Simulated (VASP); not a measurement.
# HfBe2 (P6/mmm) in VASP: further runs, part 2 of 2

VASP 6.6.1.

### Step 4. Single point, LDA

INCAR

```
PREC = Accurate
ENCUT = 520
EDIFF = 1E-7
ISMEAR = 0
SIGMA = 0.1
LREAL = F
LASPH = T
NELM = 60
ALGO = Normal
ISIF = 2
LWAVE = F
LCHARG = F
GGA = CA
NBANDS = 14
```

KPOINTS

```
Automatic mesh
0
Gamma
  8 8 8
```

POSCAR

```
HfBe2
1.0
    3.7795013300      0.0000000000      0.0000000000
   -1.8897506700      3.2731441700      0.0000000000
    0.0000000000      0.0000000000      3.1699582000
Hf Be
1 2
Direct
    0.0000000000      0.0000000000      0.0000000000
    0.3333333299      0.6666666687      0.5000000000
    0.6666666685      0.3333333282      0.5000000000
```

Potentials or basis: VASP PAW LDA potentials, release 64 (Hf_pv, Be).

Launch:

```console
> cat potpaw_LDA.64/Hf_pv/POTCAR potpaw_LDA.64/Be/POTCAR > POTCAR
> mpirun -np 1 vasp_std > vasp.out
```

OUTCAR:

```text
PREC = Accurate
   ENCUT = 520
   EDIFF = 1E-7
   ISMEAR = 0
   LREAL = F
   LASPH = T
   NELM = 60
   ISIF = 2
   GGA = CA

 ion  position               nearest neighbor table
   1  0.000  0.000  0.000-   3 2.70   3 2.70   2 2.70   2 2.70   3 2.70   3 2.70   2 2.70   2 2.70
                             2 2.70   2 2.70   3 2.70   3 2.70
   2  0.333  0.667  0.500-   3 2.18   3 2.18   3 2.18   1 2.70   1 2.70   1 2.70   1 2.70   1 2.70
                             1 2.70
   3  0.667  0.333  0.500-   2 2.18   2 2.18   2 2.18   1 2.70   1 2.70   1 2.70   1 2.70   1 2.70
[... 608 lines left out ...]
  Direction    XX          YY          ZZ          XY          YZ          ZX
  --------------------------------------------------------------------------------------
  -------------------------------------------------------------------------------------
  Total       -1.2393730     -1.2393730     -1.7047243      0.0000000      0.0000000      0.0000000
  in kB      -50.6360070    -50.6360072    -69.6484658      0.0000001      0.0000000      0.0000000
  external PRESSURE =     -56.9734933 kB  Pullay stress =       0.0000000 kB

 VOLUME and BASIS-vectors are now :
 -----------------------------------------------------------------------------
  energy-cutoff  :      520.00
  volume of cell :       39.22
      direct lattice vectors                 reciprocal lattice vectors
     3.779501330  0.000000000  0.000000000     0.264585169  0.152758319  0.000000000
    -1.889750670  3.273144170  0.000000000     0.000000000  0.305516637  0.000000000
     0.000000000  0.000000000  3.169958200     0.000000000  0.000000000  0.315461573

 POSITION                                       TOTAL-FORCE (eV/Angst)
 -----------------------------------------------------------------------------------
      0.00000      0.00000      0.00000         0.000000     -0.000000      0.000000
     -0.00000      2.18210      1.58498         0.000000     -0.000000     -0.000000
      1.88975      1.09105      1.58498        -0.000000      0.000000      0.000000
 -----------------------------------------------------------------------------------
    total drift:                               -0.000000     -0.000000     -0.000000

  FREE ENERGIE OF THE ION-ELECTRON SYSTEM (eV)
  ---------------------------------------------------
  free  energy   TOTEN  =       -19.5043619274 eV

  energy  without entropy=      -19.4975725221  energy(sigma->0) =      -19.50096722
```

OSZICAR:

```text
N       E                     dE             d eps       ncg     rms          rms(c)
DAV:   1     0.179801309337E+02    0.17980E+02   -0.68890E+03  1400   0.894E+02
DAV:   2    -0.204364502021E+02   -0.38417E+02   -0.36608E+02  1814   0.182E+02
DAV:   3    -0.215612855200E+02   -0.11248E+01   -0.11195E+01  1886   0.214E+01
DAV:   4    -0.215676016870E+02   -0.63162E-02   -0.63155E-02  1642   0.204E+00
DAV:   5    -0.215676455639E+02   -0.43877E-04   -0.43876E-04  1892   0.158E-01    0.492E+01
DAV:   6    -0.196734897767E+02    0.18942E+01   -0.26584E+00  1670   0.914E+00    0.351E+01
DAV:   7    -0.195741375515E+02    0.99352E-01   -0.11662E+00  1742   0.627E+00    0.740E+00
DAV:   8    -0.195073485536E+02    0.66789E-01   -0.30050E-01  1592   0.318E+00    0.772E-01
DAV:   9    -0.195045009635E+02    0.28476E-02   -0.17690E-02  1658   0.879E-01    0.339E-01
DAV:  10    -0.195043649507E+02    0.13601E-03   -0.75841E-04  1766   0.167E-01    0.264E-01
DAV:  11    -0.195043646253E+02    0.32539E-06   -0.76017E-05  1712   0.504E-02    0.336E-02
DAV:  12    -0.195043619583E+02    0.26670E-05   -0.10245E-05  1686   0.184E-02    0.234E-02
DAV:  13    -0.195043619274E+02    0.30849E-07   -0.38707E-07  1742   0.398E-03
   1 F= -.19504362E+02 E0= -.19500967E+02  d E =-.678941E-02
```

stdout:

```text
POSCAR found type information on POSCAR HfBe
 POSCAR found :  2 types and       3 ions
 scaLAPACK will be used
 LDA part: xc-table for (Slater(with rela. corr.)+CA(PZ))
 , standard interpolation
 POSCAR, INCAR and KPOINTS ok, starting setup
 FFT: planning ... GRIDC
 FFT: planning ... GRID_SOFT
 FFT: planning ... GRID
 WAVECAR not read
 entering main loop
```

Run time: 8.6 s. Hardware: 1 thread of Intel Xeon 6975P-C (Granite Rapids), shared host; peak memory 0.15 GiB.

Results:

```
Free energy            : -19.5044 eV
Pressure               : -5.7 GPa
Band gap on the k mesh : zero (band 7 reaches 6.11 eV, above the bottom of band 8 at 3.64 eV)
```

Stress tensor (GPa, compression positive):
```
-5.06  0.00  0.00
 0.00 -5.06  0.00
 0.00  0.00 -6.96
```

Levels at points of the mesh, in eV from the Fermi level:
| k point | band 5 | band 6 | band 7 | band 8 | band 9 | band 10 |
| --- | --- | --- | --- | --- | --- | --- |
| (0.00, 0.00, 0.00) | -1.02 | -1.02 | -0.42 | 3.83 | 4.51 | 4.51 |
| (0.50, 0.00, 0.00) | -3.93 | -0.91 | 0.19 | 1.48 | 3.58 | 3.75 |
| (0.00, 0.00, 0.50) | -3.80 | 0.42 | 0.42 | 1.75 | 1.75 | 2.82 |
| (0.50, 0.00, 0.50) | -1.94 | -1.73 | -1.50 | -0.59 | 4.40 | 4.75 |

Caveat: spin-orbit coupling is left out, which moves the levels of the heavy elements.

### Step 5. Single point, LDA

INCAR

```
SYSTEM = HfBe2
PREC = Accurate
ENCUT = 520
EDIFF = 1E-7
ISMEAR = 0
SIGMA = 0.05
LREAL = .FALSE.
LASPH = .TRUE.
NELM = 60
ALGO = Normal
ISIF = 2
LWAVE = .FALSE.
LCHARG = .TRUE.
GGA = CA
LELF = .TRUE.
LVHAR = .TRUE.
NBANDS = 14
```

KPOINTS

```
regular mesh
0
G
  8 8 8
  0 0 0
```

POSCAR is that of step 4.

Potentials or basis: VASP PAW LDA potentials, release 64 (Hf_pv, Be).

Launch:

```console
> cat potpaw_LDA.64/Hf_pv/POTCAR potpaw_LDA.64/Be/POTCAR > POTCAR
> mpirun -np 1 vasp_std > vasp.out
```

OUTCAR:

```text
SYSTEM = HfBe2
   PREC = Accurate
   ENCUT = 520
   EDIFF = 1E-7
   ISMEAR = 0
   LREAL = .FALSE.
   LASPH = .TRUE.
   NELM = 60
   ISIF = 2
   GGA = CA

 ion  position               nearest neighbor table
   1  0.000  0.000  0.000-   3 2.70   3 2.70   2 2.70   2 2.70   3 2.70   3 2.70   2 2.70   2 2.70
                             2 2.70   2 2.70   3 2.70   3 2.70
   2  0.333  0.667  0.500-   3 2.18   3 2.18   3 2.18   1 2.70   1 2.70   1 2.70   1 2.70   1 2.70
                             1 2.70
   3  0.667  0.333  0.500-   2 2.18   2 2.18   2 2.18   1 2.70   1 2.70   1 2.70   1 2.70   1 2.70
                             1 2.70

  LATTYP: Found a hexagonal cell.
 ALAT       =     3.7795013300
 C/A-ratio  =     0.8387239276

  Lattice vectors:

 A1 = (   3.7795013300,   0.0000000000,   0.0000000000)
 A2 = (  -1.8897506700,   3.2731441700,   0.0000000000)
 A3 = (   0.0000000000,   0.0000000000,   3.1699582000)

Analysis of symmetry for initial positions (statically):
=====================================================================
 Subroutine PRICEL returns:
 Original cell was already a primitive cell.

 Routine SETGRP: Setting up the symmetry group for a
 hexagonal supercell.

 Subroutine GETGRP returns: Found 24 space group operations
 (whereof 24 operations were pure point group operations)
 out of a pool of 24 trial point group operations.

The static configuration has the point symmetry D_6h.

Analysis of symmetry for dynamics (positions and initial velocities):
=====================================================================
 Subroutine PRICEL returns:
 Original cell was already a primitive cell.

 Routine SETGRP: Setting up the symmetry group for a
 hexagonal supercell.

 Subroutine GETGRP returns: Found 24 space group operations
 (whereof 24 operations were pure point group operations)
 out of a pool of 24 trial point group operations.

The dynamic configuration has the point symmetry D_6h.

 Subroutine INISYM returns: Found 24 space group operations
 (whereof 24 operations are pure point group operations),
 and found     1 'primitive' translations

----------------------------------------------------------------------------------------

                                     Primitive cell

  volume of cell :      39.2151

  direct lattice vectors                    reciprocal lattice vectors
     3.779501330  0.000000000  0.000000000     0.264585169  0.152758319  0.000000000
    -1.889750670  3.273144170  0.000000000     0.000000000  0.305516637  0.000000000
     0.000000000  0.000000000  3.169958200     0.000000000  0.000000000  0.315461573

  length of vectors
     3.779501330  3.779501336  3.169958200     0.305516638  0.305516637  0.315461573

  position of ions in fractional coordinates (direct lattice)
     0.000000000  0.000000000  0.000000000
     0.333333330  0.666666669  0.500000000
     0.666666668  0.333333328  0.500000000

  ion indices of the primitive-cell ions
   primitive index   ion index
                 1           1
                 2           2
                 3           3

----------------------------------------------------------------------------------------

 KPOINTS: regular mesh

Automatic generation of k-mesh.
 Grid dimensions read from file:
 generate k-points for:    8    8    8

 Generating k-lattice:

  Cartesian coordinates                     Fractional coordinates (reciprocal lattice)
[... 46 lines left out ...]
   dimension x,y,z NGXF=    56 NGYF=   56 NGZF=   48
   ions per type =               1   2
   NGX,Y,Z   is equivalent  to a cutoff of  12.32, 12.32, 12.59 a.u.
   NGXF,Y,Z  is equivalent  to a cutoff of  24.63, 24.63, 25.17 a.u.
 SYSTEM =  HfBe2
   PREC   = accura    normal or accurate (medium, high low for compatibility)
   ISTART =      0    job   : 0-new  1-cont  2-samecut
   ICHARG =      2    charge: 1-file 2-atom 10-const
   ISPIN  =      1    spin polarized calculation?
   LNONCOLLINEAR =      F non collinear calculations
   LSORBIT =      F    spin-orbit coupling
   LASPH  =      T    aspherical Exc in radial PAW
   ENCUT  =  520.0 eV  38.22 Ry    6.18 a.u.   7.03  7.03  5.89*2*pi/ulx,y,z
   NELM   =     60;   NELMIN=  2; NELMDL= -5     # of ELM steps
   EDIFF  = 0.1E-06   stopping-criterion for ELM
   LREAL  =      F    real-space projection
   EDIFFG = 0.1E-05   stopping-criterion for IOM
   NSW    =      0    number of steps for IOM
   IBRION =     -1    ionic relax: 0-MD 1-quasi-New 2-CG
   NFREE  =      0    steps in history (QN), initial steepest desc. (CG)
   ISIF   =      2    stress and relaxation
   ISYM   =      2    0-nonsym 1-usesym 2-fastsym
   POTIM  = 0.5000    time-step for ionic-motion
   TEBEG  =    0.0;   TEEND  =   0.0 temperature during run
   PSTRESS=    0.0 pullay stress
   NELECT =      14.0000    total number of electrons
   NUPDOWN=      -1.0000    fix difference up-down
   EMIN   =  10.00;   EMAX   =-10.00  energy-range for DOS
   EFERMI =   0.00;   METHOD = LEGACY
   ISMEAR =     0;   SIGMA  =   0.05  broadening in eV -4-tet -1-fermi 0-gaus
   EFERMI_NEDOS =   21; number of points for ismear=-14 and -15
   IALGO  =     38    algorithm
   IMIX   =      4    mixing-type and parameters
     AMIX     =   0.40;   BMIX     =  1.00
     AMIX_MAG =   1.60;   BMIX_MAG =  1.00
  volume/ion in A,a.u.               =      13.07        88.21
  Fermi-wavevector in a.u.,A,eV,Ry     =   1.161359  2.194650 18.350919  1.348754
  Thomas-Fermi vector in A             =   2.297932
   LORBIT       =      0    0 simple, 1 ext, 2 COOP (PROOUT), +10 PAW based schemes
   GGA     = CA    functional components
   LHFCALC =     F    Hartree Fock is set to
   AEXX    =    0.0000 exact exchange contribution
   IVDW    =     0    specifies the selected vdW correction
   LEPSILON=     F    determine dielectric tensor
   LRPA    =     F    only Hartree local field effects (RPA)
 non-spin polarized calculation
 Gauss-broadening in eV      SIGMA  =   0.05
  energy-cutoff  :      520.00
  volume of cell :       39.22
 maximum number of plane-waves:      1070
   NGX = 15   NGY = 15   NGZ = 11

 number of electron      13.9999998 magnetization

 Free energy of the ion-electron system (eV)
  ---------------------------------------------------
  ext. energy  EPLUGINS =         0.00000000
  ---------------------------------------------------
  free energy    TOTEN  =       -19.50217228 eV

  energy without entropy =      -19.50095011  energy(sigma->0) =      -19.50156119

 E-fermi :   4.3075     XC(G=0): -11.0160

 val. band max:        4.3063379860   @ k =   0.3750   0.0000   0.0000
 cond. band min:       4.3884136329   @ k =   0.3750   0.2500   0.2500
 fundamental gap:      0.0820756468
 Fermi energy:         4.3075193980

 k-point     1 :       0.0000    0.0000    0.0000
  band No.  band energies     occupation
      1     -25.4264      2.00000
      2     -25.4264      2.00000
      3     -25.1341      2.00000
      4      -3.5786      2.00000
      5       3.2987      2.00000
      6       3.2987      2.00000
      7       3.9090      2.00000
      8       8.1567      0.00000
      9       8.8390      0.00000
     10       8.8390      0.00000
     11      10.0770      0.00000
     12      10.0770      0.00000
     13      10.5467      0.00000
     14      12.6664      0.00000
[... 377 lines left out ...]
      1     -25.5008      2.00000
      2     -25.4268      2.00000
      3     -25.3484      2.00000
      4      -0.7887      2.00000
      5       1.2808      2.00000
      6       3.5111      2.00000
      7       4.0322      2.00000
      8       4.4487      0.00007
      9       7.5234      0.00000
     10       8.9008      0.00000
     11       9.9195      0.00000
     12      10.5842      0.00000
     13      12.9534      0.00000
     14      15.0144      0.00000

 [... further k-points ...]

------------------------ aborting loop because EDIFF is reached ----------------------------------------

  FORCE on cell =-STRESS in cart. coord.  units (eV):
  Direction    XX          YY          ZZ          XY          YZ          ZX
  --------------------------------------------------------------------------------------
  -------------------------------------------------------------------------------------
  Total       -1.2229788     -1.2229788     -1.7474666      0.0000000     -0.0000000      0.0000000
  in kB      -49.9662020    -49.9662021    -71.3947509      0.0000001     -0.0000000      0.0000000
  external PRESSURE =     -57.1090517 kB  Pullay stress =       0.0000000 kB

 VOLUME and BASIS-vectors are now :
 -----------------------------------------------------------------------------
  energy-cutoff  :      520.00
  volume of cell :       39.22
      direct lattice vectors                 reciprocal lattice vectors
     3.779501330  0.000000000  0.000000000     0.264585169  0.152758319  0.000000000
    -1.889750670  3.273144170  0.000000000     0.000000000  0.305516637  0.000000000
     0.000000000  0.000000000  3.169958200     0.000000000  0.000000000  0.315461573

 POSITION                                       TOTAL-FORCE (eV/Angst)
 -----------------------------------------------------------------------------------
      0.00000      0.00000      0.00000         0.000000      0.000000      0.000000
     -0.00000      2.18210      1.58498        -0.000000      0.000000     -0.000000
      1.88975      1.09105      1.58498         0.000000     -0.000000      0.000000
 -----------------------------------------------------------------------------------
    total drift:                               -0.000000     -0.000000     -0.000000

  FREE ENERGIE OF THE ION-ELECTRON SYSTEM (eV)
  ---------------------------------------------------
  free  energy   TOTEN  =       -19.5021722797 eV

  energy  without entropy=      -19.5009501088  energy(sigma->0) =      -19.50156119
```

OSZICAR:

```text
N       E                     dE             d eps       ncg     rms          rms(c)
DAV:   1     0.179827752548E+02    0.17983E+02   -0.68890E+03  1400   0.894E+02
DAV:   2    -0.204336327275E+02   -0.38416E+02   -0.36602E+02  1814   0.181E+02
DAV:   3    -0.215584451083E+02   -0.11248E+01   -0.11199E+01  1886   0.214E+01
DAV:   4    -0.215647576666E+02   -0.63126E-02   -0.63120E-02  1642   0.204E+00
DAV:   5    -0.215648014752E+02   -0.43809E-04   -0.43808E-04  1892   0.158E-01    0.492E+01
DAV:   6    -0.196711191604E+02    0.18937E+01   -0.26616E+00  1670   0.915E+00    0.351E+01
DAV:   7    -0.195718368395E+02    0.99282E-01   -0.11637E+00  1742   0.627E+00    0.745E+00
DAV:   8    -0.195049709547E+02    0.66866E-01   -0.29893E-01  1592   0.317E+00    0.690E-01
DAV:   9    -0.195023498989E+02    0.26211E-02   -0.17507E-02  1664   0.873E-01    0.334E-01
DAV:  10    -0.195021744624E+02    0.17544E-03   -0.75358E-04  1754   0.167E-01    0.260E-01
DAV:  11    -0.195021751188E+02   -0.65641E-06   -0.80716E-05  1724   0.513E-02    0.445E-02
DAV:  12    -0.195021723692E+02    0.27496E-05   -0.11753E-05  1678   0.199E-02    0.277E-02
DAV:  13    -0.195021722797E+02    0.89473E-07   -0.49045E-07  1760   0.449E-03
   1 F= -.19502172E+02 E0= -.19501561E+02  d E =-.122217E-02
```

It took 8.7 s on 1 thread of Intel Xeon 6975P-C (Granite Rapids), shared host; peak memory 0.15 GiB.

Results:

| Property | Result |
| --- | --- |
| Free energy | -19.5022 eV |
| Pressure | -5.7 GPa |
| Band gap on the k mesh | zero (band 7 reaches 6.11 eV, above the bottom of band 8 at 3.64 eV) |

Stress tensor (GPa, compression positive):
```
-5.00  0.00  0.00
 0.00 -5.00  0.00
 0.00  0.00 -7.14
```

Caveat: spin-orbit coupling is left out, which moves the levels of the heavy elements.

### Step 6. The runs side by side

```tsv
smearing	gap on the mesh (eV)	pressure (GPa)
gaussian 0.3 eV	none	-5.6
gaussian 0.2 eV	none	-5.7
gaussian 0.1 eV	none	-5.7
gaussian 0.05 eV	none	-5.7
```

Alike in all rows: task single point; level LDA; potentials or basis VASP PAW LDA potentials, release 64 (Hf_pv, Be); no spin polarisation; cell as given; k mesh 8 × 8 × 8; cutoff (eV) 520.

Every run on the cell as given and a fine mesh finds a metal.

Caveats: spin-orbit coupling is left out, which moves the levels of the heavy elements.

Total energies depend on the potentials used, so only differences within one code and one set of settings carry meaning.
